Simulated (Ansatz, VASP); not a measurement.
**One calculation of SrCuGe, two programs**

```xyz
3
Lattice="4.1094 0.0000 0.0000 -2.0547 3.5589 0.0000 0.0000 0.0000 4.4671" Properties=species:S:1:pos:R:3 pbc="T T T"
Sr    2.0547    1.1863    0.0000
Cu    0.0000    0.0000    2.2336
Ge    0.0000    2.3726    2.2336
```

Alike in both runs: functional LDA; k mesh 12 × 12 × 10; occupations fermi-dirac, width 0.15 eV; no spin polarisation.

Ansatz relaxed the structure, and its values are those at the end. VASP's run is a single point on that final structure, the one shown.

```csv
,VASP,Ansatz
version,VASP 6.6.1,Ansatz 0.2.0
potentials or method,"VASP PAW LDA potentials, release 64 (Sr_sv, Cu, Ge_d), cutoff 520 eV","scalar-relativistic, plane waves, PAW"
valence electrons in the cell,35,43
```

VASP gave:

```
gap on the k mesh at the Fermi level (eV) : none
pressure (GPa)                            : 0.2
```

Which values does Ansatz return?

gap on the k mesh at the Fermi level (eV): none; pressure (GPa): 0.0.

LDA's correlation is that of Perdew and Zunger in VASP and of Perdew and Wang (1992) in Ansatz. A gap of «none» marks a metal or a gap that the smearing closes. VASP's potentials hold 35 valence electrons a cell and Ansatz's 43, so a difference there can come from the potentials and not from the codes.
